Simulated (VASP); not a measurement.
# In (P6_3/mmc) in VASP: further runs, part 2 of 2

VASP 6.6.1.

**3. Single point, PBE (volume scaled by 1.12)**

Contents of INCAR:

```
PREC     = Accurate       # precision mode
ENCUT    = 520            # plane-wave cutoff, eV
EDIFF    = 1E-7           # SCF threshold, eV
ISMEAR   = -1             # smearing method
SIGMA    = 0.1            # smearing width, eV
LREAL    = False          # projectors in reciprocal space
LASPH    = True           # aspherical terms in the spheres
NELM     = 60             # most SCF steps
ALGO     = Normal         # electronic algorithm
ISIF     = 2              # what is computed and relaxed
LWAVE    = False          # write WAVECAR
LCHARG   = True           # write CHGCAR
GGA      = PE             # functional
LELF     = True           # ELF
LVHAR    = True         
NBANDS   = 34             # bands
```

Contents of KPOINTS:

```
regular mesh
0
Gamma
  12 12 4
```

Contents of POSCAR:

```
In
1.0
    3.5257587717      0.0000000000      0.0000000000
   -1.7628793858      3.0533966639      0.0000000000
    0.0000000000      0.0000000000     11.4526955497
In
4
Direct
    1.0000000000      1.0000000000      0.0000000000
    1.0000000000      1.0000000000      0.5000000000
    0.3333333333      0.6666666667      0.2500000000
    0.6666666667      0.3333333333      0.7500000000
```

Potentials or basis: VASP PAW PBE potentials, release 64 (In_d).

Command:

```sh
$ cat potpaw_PBE.64/In_d/POTCAR > POTCAR
$ mpirun -np 1 vasp_std > vasp.out
```

OUTCAR:

```text
PREC = Accurate
   ENCUT = 520
   EDIFF = 1E-7
   ISMEAR = -1
   LREAL = False
   LASPH = True
   NELM = 60
   ISIF = 2
   GGA = PE

 ion  position               nearest neighbor table
   1  0.000  0.000  0.000-   3 3.51   4 3.51   3 3.51   4 3.51   4 3.51   3 3.51
   2  0.000  0.000  0.500-   3 3.51   4 3.51   3 3.51   4 3.51   4 3.51   3 3.51
   3  0.333  0.667  0.250-   1 3.51   2 3.51   1 3.51   2 3.51   1 3.51   2 3.51
   4  0.667  0.333  0.750-   1 3.51   2 3.51   1 3.51   2 3.51   1 3.51   2 3.51

  LATTYP: Found a hexagonal cell.
 ALAT       =     3.5257587717
 C/A-ratio  =     3.2482924361

  Lattice vectors:

 A1 = (   3.5257587717,   0.0000000000,   0.0000000000)
 A2 = (  -1.7628793858,   3.0533966639,   0.0000000000)
 A3 = (   0.0000000000,   0.0000000000,  11.4526955497)

Analysis of symmetry for initial positions (statically):
=====================================================================
 Subroutine PRICEL returns:
 Original cell was already a primitive cell.

 Routine SETGRP: Setting up the symmetry group for a
 hexagonal supercell.

 Subroutine GETGRP returns: Found 24 space group operations
 (whereof 12 operations were pure point group operations)
 out of a pool of 24 trial point group operations.

The static configuration has the point symmetry D_3d.
 The point group associated with its full space group is D_6h.

Analysis of symmetry for dynamics (positions and initial velocities):
=====================================================================
 Subroutine PRICEL returns:
 Original cell was already a primitive cell.

 Routine SETGRP: Setting up the symmetry group for a
 hexagonal supercell.

 Subroutine GETGRP returns: Found 24 space group operations
 (whereof 12 operations were pure point group operations)
 out of a pool of 24 trial point group operations.

The dynamic configuration has the point symmetry D_3d.
 The point group associated with its full space group is D_6h.

[... 119 lines left out ...]
   IALGO  =     38    algorithm
   IMIX   =      4    mixing-type and parameters
     AMIX     =   0.40;   BMIX     =  1.00
     AMIX_MAG =   1.60;   BMIX_MAG =  1.00
  volume/ion in A,a.u.               =      30.82       208.01
  Fermi-wavevector in a.u.,A,eV,Ry     =   1.227707  2.320030 20.507581  1.507265
  Thomas-Fermi vector in A             =   2.362660
   LORBIT       =      0    0 simple, 1 ext, 2 COOP (PROOUT), +10 PAW based schemes
   GGA     = PE    functional components
   LHFCALC =     F    Hartree Fock is set to
   AEXX    =    0.0000 exact exchange contribution
   IVDW    =     0    specifies the selected vdW correction
   LEPSILON=     F    determine dielectric tensor
   LRPA    =     F    only Hartree local field effects (RPA)
 non-spin polarized calculation
  energy-cutoff  :      520.00
  volume of cell :      123.29
 maximum number of plane-waves:      3378
 NGX is ok and might be reduce to    28
   NGX = 13   NGY = 13   NGZ = 43

 number of electron      51.9999993 magnetization

 Free energy of the ion-electron system (eV)
  ---------------------------------------------------
  ext. energy  EPLUGINS =         0.00000000
  ---------------------------------------------------
  free energy    TOTEN  =       -10.12574896 eV

  energy without entropy =      -10.05619867  energy(sigma->0) =      -10.09097382

 E-fermi :   5.7883     XC(G=0):  -9.4988

 val. band max:        5.7522162368   @ k =   0.2500   0.2500   0.0000
 cond. band min:       5.8232186246   @ k =   0.5000   0.0000   0.0000
 fundamental gap:      0.0710023878
 Fermi energy:         5.7882522176

 k-point     1 :       0.0000    0.0000    0.0000
  band No.  band energies     occupation
      1      -8.7303      2.00000
      2      -8.7177      2.00000
      3      -8.7071      2.00000
      4      -8.7071      2.00000
      5      -8.7018      2.00000
      6      -8.6985      2.00000
[... 877 lines left out ...]
     33      11.1841      0.00000
     34      11.9760      0.00000

 [... further k-points ...]

------------------------ aborting loop because EDIFF is reached ----------------------------------------

  FORCE on cell =-STRESS in cart. coord.  units (eV):
  Direction    XX          YY          ZZ          XY          YZ          ZX
  --------------------------------------------------------------------------------------
  -------------------------------------------------------------------------------------
  Total       -2.3046973     -2.3046973     -2.3022159     -0.0000000      0.0000000      0.0000000
  in kB      -29.9489036    -29.9489036    -29.9166591     -0.0000000      0.0000000      0.0000000
  external PRESSURE =     -29.9381555 kB  Pullay stress =       0.0000000 kB

 VOLUME and BASIS-vectors are now :
 -----------------------------------------------------------------------------
  energy-cutoff  :      520.00
  volume of cell :      123.29
      direct lattice vectors                 reciprocal lattice vectors
     3.525758772  0.000000000  0.000000000     0.283626891  0.163752062  0.000000000
    -1.762879386  3.053396664  0.000000000     0.000000000  0.327504124  0.000000000
     0.000000000  0.000000000 11.452695550     0.000000000  0.000000000  0.087315689

 POSITION                                       TOTAL-FORCE (eV/Angst)
 -----------------------------------------------------------------------------------
      0.00000      0.00000      0.00000        -0.000000      0.000000     -0.000000
      0.00000      0.00000      5.72635        -0.000000      0.000000     -0.000000
     -0.00000      2.03560      2.86317         0.000000     -0.000000      0.000000
      1.76288      1.01780      8.58952        -0.000000      0.000000     -0.000000
 -----------------------------------------------------------------------------------
    total drift:                                0.000000     -0.000000      0.000000

  FREE ENERGIE OF THE ION-ELECTRON SYSTEM (eV)
  ---------------------------------------------------
  free  energy   TOTEN  =       -10.1257489604 eV

  energy  without entropy=      -10.0561986736  energy(sigma->0) =      -10.09097382
```

OSZICAR:

```text
N       E                     dE             d eps       ncg     rms          rms(c)
DAV:   1     0.494949515050E+03    0.49495E+03   -0.24876E+04  3876   0.200E+03
DAV:   2     0.392424230929E+02   -0.45571E+03   -0.44809E+03  3884   0.469E+02
DAV:   3    -0.814560009838E+01   -0.47388E+02   -0.46860E+02  4496   0.176E+02
DAV:   4    -0.100867576447E+02   -0.19412E+01   -0.19361E+01  4608   0.398E+01
DAV:   5    -0.101968946464E+02   -0.11014E+00   -0.11013E+00  6350   0.725E+00    0.322E+00
DAV:   6    -0.101364289656E+02    0.60466E-01   -0.13656E-01  5084   0.448E+00    0.159E+00
DAV:   7    -0.101260636818E+02    0.10365E-01   -0.46026E-02  5084   0.233E+00    0.377E-01
DAV:   8    -0.101256925769E+02    0.37110E-03   -0.37479E-03  4770   0.752E-01    0.436E-02
DAV:   9    -0.101257391692E+02   -0.46592E-04   -0.24874E-04  6154   0.258E-01    0.198E-02
DAV:  10    -0.101257458591E+02   -0.66899E-05   -0.41846E-05  4728   0.773E-02    0.890E-03
DAV:  11    -0.101257487840E+02   -0.29249E-05   -0.56586E-06  5208   0.208E-02    0.217E-03
DAV:  12    -0.101257490990E+02   -0.31497E-06   -0.75380E-07  4196   0.944E-03    0.977E-04
DAV:  13    -0.101257489890E+02    0.10994E-06   -0.14082E-08  2246   0.171E-03    0.621E-04
DAV:  14    -0.101257489604E+02    0.28616E-07   -0.10159E-08  2166   0.111E-03
   1 F= -.10125749E+02 E0= -.10090974E+02  d E =-.695503E-01
```

Run time: 2.7 min. Hardware: 1 thread of Intel Xeon 6975P-C (Granite Rapids), shared host; peak memory 0.35 GiB.

Results:

```yaml
Free_energy: -10.1257 eV
Pressure: -3.0 GPa
Band_gap_on_the_k_mesh: zero (band 26 reaches 8.90 eV, above the bottom of band 27 at 4.77 eV)
```

Levels at points of the mesh, in eV from the Fermi level:
| k point | band 23 | band 24 | band 25 | band 26 | band 27 | band 28 | band 29 | band 30 |
| --- | --- | --- | --- | --- | --- | --- | --- | --- |
| (0.00, 0.00, 0.00) | -7.25 | -4.17 | -2.68 | 2.81 | 2.81 | 7.24 | 7.24 | 7.97 |
| (0.50, 0.00, 0.00) | -3.54 | -2.96 | -2.46 | -2.21 | 0.03 | 0.31 | 1.40 | 2.20 |
| (0.00, 0.00, 0.50) | -5.74 | -5.74 | -0.50 | -0.50 | 6.56 | 6.56 | 7.46 | 7.46 |
| (0.50, 0.00, 0.50) | -3.54 | -3.54 | -1.44 | -1.44 | -1.02 | -1.02 | 3.13 | 3.13 |

Caveat: the cell differs from its parent crystal (volume scaled by 1.12); spin-orbit coupling is left out, which moves the levels of the heavy elements.

**4. Single point, PBE**

This run uses another cell than the first one, of 27.52 Å³/atom, 0.926 times its volume.

Contents of INCAR:

```
SYSTEM = In
PREC = Accurate
ENCUT = 520
EDIFF = 1E-6
ISMEAR = -1
SIGMA = 0.1
LREAL = .False.
LASPH = .True.
NELM = 60
ALGO = Normal
ISIF = 2
LWAVE = .False.
LCHARG = .False.
GGA = PE
NBANDS = 34
```

Contents of KPOINTS:

```
regular mesh
0
Gamma
  14 14 4
  0 0 0
```

Contents of POSCAR:

```
In
1.0
    3.3950532274      0.0000000000      0.0000000000
   -1.6975266137      2.9402023421      0.0000000000
    0.0000000000      0.0000000000     11.0281257186
In
4
Direct
    1.0000000000      1.0000000000      0.0000000000
    1.0000000000      1.0000000000      0.5000000000
    0.3333333333      0.6666666667      0.2500000000
    0.6666666667      0.3333333333      0.7500000000
```

Command:

```sh
$ cat potpaw_PBE.64/In_d/POTCAR > POTCAR
$ mpirun -np 1 vasp_std > vasp.out
```

It took 2.8 min on 1 thread of Intel Xeon 6975P-C (Granite Rapids), shared host; peak memory 0.36 GiB.

It converged, with:

* Free energy: -10.2579 eV
* Pressure: 0.0 GPa
* Band gap on the k mesh: zero (band 26 reaches 10.47 eV, above the bottom of band 27 at 5.81 eV)

Stress tensor (GPa, compression positive):
```
-0.13  0.00  0.00
 0.00 -0.13  0.00
 0.00  0.00  0.34
```

Levels at points of the mesh, in eV from the Fermi level:
```tsv
k point	band 24	band 25	band 26	band 27	band 28	band 29
(0.00, 0.00, 0.00)	-4.24	-3.15	3.07	3.08	7.95	7.95
(0.50, 0.00, 0.00)	-3.00	-2.88	-2.62	0.21	0.37	1.38
(0.00, 0.00, 0.50)	-6.17	-0.57	-0.57	7.17	7.17	8.20
(0.50, 0.00, 0.50)	-3.79	-1.55	-1.55	-1.16	-1.16	3.38
```

Caveat: spin-orbit coupling is left out, which moves the levels of the heavy elements.

**5. Overview**

| cell | k mesh | gap on the mesh (eV) | pressure (GPa) |
| --- | --- | --- | --- |
| a = 3.483, b = 3.483, c = 11.315 Å, angles 90.0, 90.0, 120.0°, 4 atoms | 12 × 12 × 4 | none | -2.2 |
| a = 3.526, b = 3.526, c = 11.453 Å, angles 90.0, 90.0, 120.0°, 4 atoms | 12 × 12 × 4 | none | -3.0 |
| a = 3.395, b = 3.395, c = 11.028 Å, angles 90.0, 90.0, 120.0°, 4 atoms | 14 × 14 × 4 | none | 0.0 |

Alike in all rows: task single point; level PBE; potentials or basis VASP PAW PBE potentials, release 64 (In_d); no spin polarisation; cutoff (eV) 520; smearing fermi-dirac 0.1 eV.

Caveats: spin-orbit coupling is left out, which moves the levels of the heavy elements.

Total energies depend on the potentials used, so only differences within one code and one set of settings carry meaning.
